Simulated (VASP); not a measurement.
ScAl2As3:

```
Sc Al As
1.0
     3.82599    0.00000    0.00000
    -1.91299    3.31340    0.00000
     0.00000    0.00000    9.36513
Sc Al As
1 2 3
Direct
  0.00000 0.00000 0.00000
  0.33333 0.66667 0.65599
  0.66667 0.33333 0.34401
  0.33333 0.66667 0.16590
  0.66667 0.33333 0.83410
  0.00000 0.00000 0.50000
```

| Quantity | Value |
| --- | --- |
| Program | VASP 6.6.1 |
| Task | relaxation of cell and atoms |
| Functional | PBEsol |
| Potentials or basis | VASP PAW PBE potentials, release 64 (Sc_sv, Al, As) |
| Cutoff | 600 eV |
| k mesh | 6 × 6 × 2 |
| Occupations | fermi-dirac, width 0.03 eV |
| Spin | no spin polarisation |

At the start: pressure -3.5 GPa; volume 19.79 Å³/atom.

**Question.** Where does the relaxation end?

**Answer.** Over 13 steps the energy falls by 46.2 meV/atom and the volume is 18.72 Å³/atom (-5.4 %); space group P-3m1 (No. 164, to 0.05 Å).

The path:
| step | energy change (eV) | largest force (eV/Å) | pressure (GPa) | volume (Å³) |
| --- | --- | --- | --- | --- |
| 1 | 0.0000 | 1.0447 | -3.46 | 118.72 |
| 2 | -0.2026 | 0.7038 | 1.14 | 111.52 |
| 3 | -0.2070 | 0.6270 | 2.12 | 110.30 |
| 4 | -0.2692 | 0.1063 | 0.28 | 112.07 |
| 5 | -0.2708 | 0.0032 | -0.04 | 112.43 |
| 6 | -0.2708 | 0.0152 | -0.01 | 112.39 |
| 7 | -0.2750 | 0.0133 | -0.04 | 112.39 |
| 8 | -0.2768 | 0.0376 | -0.05 | 112.40 |
| 9 | -0.2768 | 0.0327 | -0.05 | 112.40 |
| 10 | -0.2768 | 0.0339 | -0.05 | 112.40 |
| 11 | -0.2769 | 0.0209 | 0.06 | 112.26 |
| 12 | -0.2769 | 0.0173 | 0.09 | 112.22 |
| 13 | -0.2770 | 0.0054 | 0.03 | 112.30 |

Final structure:
```cif
data_structure
_symmetry_space_group_name_H-M 'P 1'
_symmetry_Int_Tables_number 1
_cell_length_a 3.7573
_cell_length_b 3.7573
_cell_length_c 9.1853
_cell_angle_alpha 90.000
_cell_angle_beta 90.000
_cell_angle_gamma 120.000
_cell_volume 112.30
loop_
_atom_site_label
_atom_site_type_symbol
_atom_site_fract_x
_atom_site_fract_y
_atom_site_fract_z
_atom_site_occupancy
Sc1 Sc 0.00000 0.00000 0.00000 1
Al1 Al 0.33333 0.66667 0.66456 1
Al2 Al 0.66667 0.33333 0.33544 1
As1 As 0.33333 0.66667 0.17898 1
As2 As 0.66667 0.33333 0.82102 1
As3 As 0.00000 0.00000 0.50000 1
```

Caveat: the PAW data sets were made with another functional, which shifts forces and pressure a little.
